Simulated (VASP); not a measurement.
# AlInSb2 (P-4m2) in VASP: further runs

Runs on AlInSb2. Level: LDA. Tasks: single point.

All numbers are computed with VASP 6.6.1; they aren't measurements. Logs are shortened: lines on timing, memory, paths and dates and some standing lists are left out, and cuts for length are marked.

**1. The cell of the first run**

The structure is tetragonal, space group P-4m2 (No. 115). Conventional cell: a = 4.325 Å, b = 4.325 Å, c = 6.597 Å, α = 90.00°, β = 90.00°, γ = 90.00°. Within 3.6 Å of Al (site symmetry -4m2) lie 4 Sb at 2.74 Å. In (site symmetry -4m2) has 4 Sb at 2.70 Å within 3.6 Å. Within 3.6 Å of Sb (site symmetry 2mm) lie 2 In at 2.70 Å and 2 Al at 2.74 Å.

**2. Single point, LDA (c/a of the conventional cell at fixed volume 1.5253)**

INCAR

```
SYSTEM = AlInSb2
ALGO = Normal ; EDIFF = 1E-7
ENCUT = 520 ; ISIF = 2
ISMEAR = 0 ; LASPH = .TRUE.
LCHARG = .FALSE. ; LREAL = .FALSE.
LWAVE = .FALSE. ; NBANDS = 21
NELM = 100 ; PREC = Accurate
SIGMA = 0.05
```

KPOINTS

```
k-points
0
G
  8 8 6
  0 0 0
```

POSCAR

```
AlInSb2
1.0
    4.3252226885      0.0000000000      0.0000000000
    0.0000000000      4.3252226885      0.0000000000
    0.0000000000      0.0000000000      6.5972621668
Al In Sb
1 1 2
Direct
    0.0000000000      0.0000000000      0.0000000000
    0.5000000000      0.5000000000      0.5000000000
    0.0000000000      0.5000000000      0.2539107108
    0.5000000000      0.0000000000      0.7460892892
```

Potentials or basis: VASP PAW LDA potentials, release 64 (Al, In_d, Sb).

Run with:

```
$ cat potpaw_LDA.64/Al/POTCAR potpaw_LDA.64/In_d/POTCAR potpaw_LDA.64/Sb/POTCAR > POTCAR
$ mpirun -np 1 vasp_std > vasp.out
```

OUTCAR:

```text
SYSTEM = AlInSb2
   EDIFF = 1E-7
   ENCUT = 520
   ISIF = 2
   ISMEAR = 0
   LASPH = .TRUE.
   LREAL = .FALSE.
   NELM = 100
   PREC = Accurate

 ion  position               nearest neighbor table
   1  0.000  0.000  0.000-   3 2.74   4 2.74   3 2.74   4 2.74
   2  0.500  0.500  0.500-   3 2.70   4 2.70   4 2.70   3 2.70
   3  0.000  0.500  0.254-   2 2.70   2 2.70   1 2.74   1 2.74
   4  0.500  0.000  0.746-   2 2.70   2 2.70   1 2.74   1 2.74

  LATTYP: Found a simple tetragonal cell.
 ALAT       =     4.3252226885
 C/A-ratio  =     1.5253000000

  Lattice vectors:

 A1 = (   4.3252226885,   0.0000000000,   0.0000000000)
 A2 = (   0.0000000000,   4.3252226885,   0.0000000000)
 A3 = (   0.0000000000,   0.0000000000,   6.5972621668)

Analysis of symmetry for initial positions (statically):
=====================================================================
 Subroutine PRICEL returns:
 Original cell was already a primitive cell.

 Routine SETGRP: Setting up the symmetry group for a
 simple tetragonal supercell.

 Subroutine GETGRP returns: Found  8 space group operations
 (whereof  8 operations were pure point group operations)
 out of a pool of 16 trial point group operations.

The static configuration has the point symmetry D_2d.

Analysis of symmetry for dynamics (positions and initial velocities):
=====================================================================
 Subroutine PRICEL returns:
 Original cell was already a primitive cell.

 Routine SETGRP: Setting up the symmetry group for a
 simple tetragonal supercell.

 Subroutine GETGRP returns: Found  8 space group operations
 (whereof  8 operations were pure point group operations)
 out of a pool of 16 trial point group operations.

The dynamic configuration has the point symmetry D_2d.

 Subroutine INISYM returns: Found  8 space group operations
 (whereof  8 operations are pure point group operations),
 and found     1 'primitive' translations

----------------------------------------------------------------------------------------

                                     Primitive cell

  volume of cell :     123.4186

  direct lattice vectors                    reciprocal lattice vectors
     4.325222689  0.000000000  0.000000000     0.231201969  0.000000000  0.000000000
     0.000000000  4.325222689  0.000000000     0.000000000  0.231201969  0.000000000
[... 83 lines left out ...]
   ISPIN  =      1    spin polarized calculation?
   LNONCOLLINEAR =      F non collinear calculations
   LSORBIT =      F    spin-orbit coupling
   LASPH  =      T    aspherical Exc in radial PAW
   ENCUT  =  520.0 eV  38.22 Ry    6.18 a.u.   8.04  8.04 12.27*2*pi/ulx,y,z
   NELM   =    100;   NELMIN=  2; NELMDL= -5     # of ELM steps
   EDIFF  = 0.1E-06   stopping-criterion for ELM
   LREAL  =      F    real-space projection
   EDIFFG = 0.1E-05   stopping-criterion for IOM
   NSW    =      0    number of steps for IOM
   IBRION =     -1    ionic relax: 0-MD 1-quasi-New 2-CG
   NFREE  =      0    steps in history (QN), initial steepest desc. (CG)
   ISIF   =      2    stress and relaxation
   ISYM   =      2    0-nonsym 1-usesym 2-fastsym
   POTIM  = 0.5000    time-step for ionic-motion
   TEBEG  =    0.0;   TEEND  =   0.0 temperature during run
   PSTRESS=    0.0 pullay stress
   NELECT =      26.0000    total number of electrons
   NUPDOWN=      -1.0000    fix difference up-down
   EMIN   =  10.00;   EMAX   =-10.00  energy-range for DOS
   EFERMI =   0.00;   METHOD = LEGACY
   ISMEAR =     0;   SIGMA  =   0.05  broadening in eV -4-tet -1-fermi 0-gaus
   EFERMI_NEDOS =   21; number of points for ismear=-14 and -15
   IALGO  =     38    algorithm
   IMIX   =      4    mixing-type and parameters
     AMIX     =   0.40;   BMIX     =  1.00
     AMIX_MAG =   1.60;   BMIX_MAG =  1.00
  volume/ion in A,a.u.               =      30.85       208.22
  Fermi-wavevector in a.u.,A,eV,Ry     =   0.974105  1.840791 12.910300  0.948880
  Thomas-Fermi vector in A             =   2.104538
   LORBIT       =      0    0 simple, 1 ext, 2 COOP (PROOUT), +10 PAW based schemes
   GGA     = CA    functional components
   LHFCALC =     F    Hartree Fock is set to
   AEXX    =    0.0000 exact exchange contribution
   IVDW    =     0    specifies the selected vdW correction
   LEPSILON=     F    determine dielectric tensor
   LRPA    =     F    only Hartree local field effects (RPA)
 non-spin polarized calculation
 Gauss-broadening in eV      SIGMA  =   0.05
  energy-cutoff  :      520.00
  volume of cell :      123.42
 maximum number of plane-waves:      3368
   NGX = 17   NGY = 17   NGZ = 25

 number of electron      25.9999993 magnetization

 Free energy of the ion-electron system (eV)
  ---------------------------------------------------
  ext. energy  EPLUGINS =         0.00000000
  ---------------------------------------------------
  free energy    TOTEN  =       -17.25635889 eV

  energy without entropy =      -17.25635889  energy(sigma->0) =      -17.25635889

 E-fermi :   5.3570     XC(G=0):  -9.0245

 val. band max:        5.1561686063   @ k =   0.0000   0.0000   0.0000
 cond. band min:       5.5521071165   @ k =   0.0000   0.0000   0.0000
 fundamental gap:      0.3959385102
 Fermi energy:         5.3569549470

 k-point     1 :       0.0000    0.0000    0.0000
  band No.  band energies     occupation
      1      -9.6954      2.00000
      2      -9.5955      2.00000
      3      -9.5955      2.00000
      4      -9.5217      2.00000
      5      -9.5051      2.00000
      6      -5.9381      2.00000
[... 565 lines left out ...]
     20      10.1837      0.00000
     21      10.2476      0.00000

 [... further k-points ...]
[... 5 lines left out ...]
  --------------------------------------------------------------------------------------
  -------------------------------------------------------------------------------------
  Total        1.3879148      1.3879148     -1.1089613      0.0000000      0.0000000      0.0000000
  in kB       18.0174238     18.0174238    -14.3961474      0.0000000      0.0000000      0.0000000
  external PRESSURE =       7.2129001 kB  Pullay stress =       0.0000000 kB

 VOLUME and BASIS-vectors are now :
 -----------------------------------------------------------------------------
  energy-cutoff  :      520.00
  volume of cell :      123.42
      direct lattice vectors                 reciprocal lattice vectors
     4.325222689  0.000000000  0.000000000     0.231201969  0.000000000  0.000000000
     0.000000000  4.325222689  0.000000000     0.000000000  0.231201969  0.000000000
     0.000000000  0.000000000  6.597262167     0.000000000  0.000000000  0.151578030

 POSITION                                       TOTAL-FORCE (eV/Angst)
 -----------------------------------------------------------------------------------
      0.00000      0.00000      0.00000         0.000000     -0.000000      0.000000
      2.16261      2.16261      3.29863        -0.000000     -0.000000      0.000000
      0.00000      2.16261      1.67512         0.000000     -0.000000     -1.294988
      2.16261      0.00000      4.92215         0.000000      0.000000      1.294988
 -----------------------------------------------------------------------------------
    total drift:                                0.000000      0.000000     -0.000000

  FREE ENERGIE OF THE ION-ELECTRON SYSTEM (eV)
  ---------------------------------------------------
  free  energy   TOTEN  =       -17.2563588936 eV

  energy  without entropy=      -17.2563588935  energy(sigma->0) =      -17.25635889
```

stdout:

```text
POSCAR found type information on POSCAR AlInSb
 POSCAR found :  3 types and       4 ions
 scaLAPACK will be used
 LDA part: xc-table for (Slater(with rela. corr.)+CA(PZ))
 , standard interpolation
 POSCAR, INCAR and KPOINTS ok, starting setup
 FFT: planning ... GRIDC
 FFT: planning ... GRID_SOFT
 FFT: planning ... GRID
 WAVECAR not read
 entering main loop
```

Run time: 92 s. Hardware: 1 thread of AMD EPYC 7R13 (Zen 3), shared host; peak memory 0.26 GiB.

Results:

```
Free energy            : -17.2564 eV
Pressure               : 0.7 GPa
Largest force          : 1.295 eV/Å
Band gap on the k mesh : 0.40 eV, direct
```

Forces on the atoms (eV/Å):
```
Al   0.000  0.000  0.000
In   0.000  0.000  0.000
Sb   0.000  0.000 -1.295
Sb   0.000  0.000  1.295
```

Caveat: spin-orbit coupling is left out, which moves the levels of the heavy elements; forces of over 1 eV/Å act on the atoms, so gaps and moduli don't describe the material at rest. A k mesh can miss the band edges.

**3. Single point, LDA (c/a of the conventional cell at fixed volume 1.4123)**

INCAR

```
PREC = Accurate ; ENCUT = 520
EDIFF = 1E-6 ; ISMEAR = 0
SIGMA = 0.05 ; LREAL = False
LASPH = True ; NELM = 60
ALGO = Normal ; ISIF = 2
LWAVE = False ; LCHARG = False
GGA = CA ; NBANDS = 21
```

KPOINTS

```
Automatic mesh
0
Gamma
  8 8 6
```

POSCAR

```
AlInSb2
1.0
    4.4375919547      0.0000000000      0.0000000000
    0.0000000000      4.4375919547      0.0000000000
    0.0000000000      0.0000000000      6.2673789797
Al In Sb
1 1 2
Direct
    0.0000000000      0.0000000000      0.0000000000
    0.5000000000      0.5000000000      0.5000000000
    0.0000000000      0.5000000000      0.2140216278
    0.5000000000      0.0000000000      0.7859783722
```

Potentials or basis: VASP PAW LDA potentials, release 64 (Al, In_d, Sb).

Run with:

```
$ cat potpaw_LDA.64/Al/POTCAR potpaw_LDA.64/In_d/POTCAR potpaw_LDA.64/Sb/POTCAR > POTCAR
$ mpirun -np 1 vasp_std > vasp.out
```

Run time: 91 s. Hardware: 1 thread of AMD EPYC 7R13 (Zen 3), shared host; peak memory 0.27 GiB.

It converged, with:

```yaml
Free_energy: -17.3179 eV
Pressure: 0.4 GPa
Largest_force: 1.202 eV/Å
Band_gap_on_the_k_mesh: 0.26 eV, indirect (least direct gap 0.52 eV)
```

Forces on the atoms (eV/Å):
```
Al   0.000  0.000  0.000
In   0.000  0.000  0.000
Sb   0.000  0.000  1.202
Sb   0.000  0.000 -1.202
```

Stress tensor (GPa, compression positive):
```
 0.74  0.00  0.00
 0.00  0.74  0.00
 0.00  0.00 -0.35
```

Levels at points of the mesh, in eV from the valence-band top:
```tsv
k point	band 11	band 12	band 13	band 14	band 15	band 16
(0.00, 0.00, 0.00)	-0.57	0.00	0.00	0.52	1.12	1.49
(0.50, 0.00, 0.00)	-2.59	-1.69	-0.76	1.61	2.66	3.86
(0.50, 0.50, 0.00)	-2.30	-2.30	-2.07	0.26	1.09	1.09
(0.00, 0.00, 0.50)	-2.14	-1.02	-1.02	1.08	1.45	2.58
(0.50, 0.00, 0.50)	-1.05	-1.00	-0.63	0.43	0.97	3.20
(0.50, 0.50, 0.50)	-2.97	-2.87	-2.87	3.42	3.94	3.94
```

Caveat: spin-orbit coupling is left out, which moves the levels of the heavy elements; forces of over 1 eV/Å act on the atoms, so gaps and moduli don't describe the material at rest. A k mesh can miss the band edges.

**4. Single point, LDA (c/a of the conventional cell at fixed volume 1.3558)**

INCAR

```
  PREC = Accurate
  ENCUT = 520
  EDIFF = 1E-6
  ISMEAR = 0
  SIGMA = 0.05
  LREAL = F
  LASPH = T
  NELM = 60
  ALGO = Normal
  ISIF = 2
  LWAVE = F
  LCHARG = F
  GGA = CA
  NBANDS = 21
```

KPOINTS is that of step 3.

POSCAR

```
AlInSb2
1.0
    4.4984374497      0.0000000000      0.0000000000
    0.0000000000      4.4984374497      0.0000000000
    0.0000000000      0.0000000000      6.0989814943
Al In Sb
1 1 2
Direct
    0.0000000000      0.0000000000      0.0000000000
    0.5000000000      0.5000000000      0.5000000000
    0.0000000000      0.5000000000      0.2738552522
    0.5000000000      0.0000000000      0.7261447478
```

Potentials or basis: VASP PAW LDA potentials, release 64 (Al, In_d, Sb).

Run with:

```
$ cat potpaw_LDA.64/Al/POTCAR potpaw_LDA.64/In_d/POTCAR potpaw_LDA.64/Sb/POTCAR > POTCAR
$ mpirun -np 1 vasp_std > vasp.out
```

OUTCAR:

```text
PREC = Accurate
   ENCUT = 520
   EDIFF = 1E-6
   ISMEAR = 0
   LREAL = F
   LASPH = T
   NELM = 60
   ISIF = 2
   GGA = CA

 ion  position               nearest neighbor table
   1  0.000  0.000  0.000-   3 2.80   4 2.80   3 2.80   4 2.80
   2  0.500  0.500  0.500-   3 2.64   4 2.64   4 2.64   3 2.64
   3  0.000  0.500  0.274-   2 2.64   2 2.64   1 2.80   1 2.80
   4  0.500  0.000  0.726-   2 2.64   2 2.64   1 2.80   1 2.80

  LATTYP: Found a simple tetragonal cell.
 ALAT       =     4.4984374497
[... 767 lines left out ...]
     20      10.6612      0.00000
     21      10.7922      0.00000

 [... further k-points ...]
[... 5 lines left out ...]
  --------------------------------------------------------------------------------------
  -------------------------------------------------------------------------------------
  Total        1.6328191      1.6328191      1.3661559      0.0000000      0.0000000      0.0000000
  in kB       21.1966860     21.1966860     17.7349579      0.0000000      0.0000000      0.0000000
  external PRESSURE =      20.0427766 kB  Pullay stress =       0.0000000 kB

 VOLUME and BASIS-vectors are now :
 -----------------------------------------------------------------------------
  energy-cutoff  :      520.00
  volume of cell :      123.42
      direct lattice vectors                 reciprocal lattice vectors
     4.498437450  0.000000000  0.000000000     0.222299412  0.000000000  0.000000000
     0.000000000  4.498437450  0.000000000     0.000000000  0.222299412  0.000000000
     0.000000000  0.000000000  6.098981494     0.000000000  0.000000000  0.163961803

 POSITION                                       TOTAL-FORCE (eV/Angst)
 -----------------------------------------------------------------------------------
      0.00000      0.00000      0.00000         0.000000      0.000000      0.000000
      2.24922      2.24922      3.04949         0.000000     -0.000000      0.000000
      0.00000      2.24922      1.67024         0.000000      0.000000     -2.422431
      2.24922      0.00000      4.42874         0.000000      0.000000      2.422431
 -----------------------------------------------------------------------------------
    total drift:                                0.000000      0.000000      0.000000

  FREE ENERGIE OF THE ION-ELECTRON SYSTEM (eV)
  ---------------------------------------------------
  free  energy   TOTEN  =       -16.8665191426 eV

  energy  without entropy=      -16.8665191426  energy(sigma->0) =      -16.86651914
```

stdout:

```text
POSCAR found type information on POSCAR AlInSb
 POSCAR found :  3 types and       4 ions
 scaLAPACK will be used
 LDA part: xc-table for (Slater(with rela. corr.)+CA(PZ))
 , standard interpolation
 POSCAR, INCAR and KPOINTS ok, starting setup
 FFT: planning ... GRIDC
 FFT: planning ... GRID_SOFT
 FFT: planning ... GRID
 WAVECAR not read
 entering main loop
```

It took 95 s on 1 thread of AMD EPYC 7R13 (Zen 3), shared host; peak memory 0.27 GiB.

Results:

```
Free energy            : -16.8665 eV
Pressure               : 2.0 GPa
Largest force          : 2.422 eV/Å
Band gap on the k mesh : 0.47 eV, direct
```

Forces in eV/Å, atoms in the order of the input:
```
Al   0.000  0.000  0.000
In   0.000  0.000  0.000
Sb   0.000  0.000 -2.422
Sb   0.000  0.000  2.422
```

Levels at points of the mesh, in eV from the valence-band top:
```tsv
k point	band 9	band 10	band 11	band 12	band 13	band 14	band 15	band 16	band 17	band 18
(0.00, 0.00, 0.00)	-2.64	-2.64	-0.09	-0.09	0.00	0.47	1.00	1.05	2.84	2.92
(0.50, 0.00, 0.00)	-4.43	-3.15	-2.48	-1.57	-1.07	1.81	2.14	3.96	4.16	4.45
(0.50, 0.50, 0.00)	-5.35	-2.41	-2.34	-2.34	-2.14	0.87	1.17	1.17	1.79	7.52
(0.00, 0.00, 0.50)	-3.35	-2.13	-2.13	-1.23	-1.23	1.20	1.28	2.53	2.96	4.90
(0.50, 0.00, 0.50)	-5.51	-1.48	-1.02	-1.00	-0.76	0.68	0.76	3.31	3.73	3.76
(0.50, 0.50, 0.50)	-5.07	-3.15	-3.11	-2.93	-2.93	3.54	3.84	3.84	4.74	4.82
```

Caveat: spin-orbit coupling is left out, which moves the levels of the heavy elements; forces of over 1 eV/Å act on the atoms, so gaps and moduli don't describe the material at rest.

**5. Summary**

```tsv
cell	gap on the mesh (eV)	pressure (GPa)	largest force (eV/Å)
a = 4.325, b = 4.325, c = 6.597 Å, 4 atoms	0.40	0.7	1.29
a = 4.438, b = 4.438, c = 6.267 Å, 4 atoms	0.26	0.4	1.20
a = 4.498, b = 4.498, c = 6.099 Å, 4 atoms	0.47	2.0	2.42
```

Alike in all rows: task single point; level LDA; potentials or basis VASP PAW LDA potentials, release 64 (Al, In_d, Sb); no spin polarisation; k mesh 8 × 8 × 6; cutoff (eV) 520; smearing gaussian 0.05 eV.

Caveats: spin-orbit coupling is left out, which moves the levels of the heavy elements; forces of over 1 eV/Å act on the atoms, so gaps and moduli don't describe the material at rest.

Absolute energies hang on the potentials; compare differences alone.
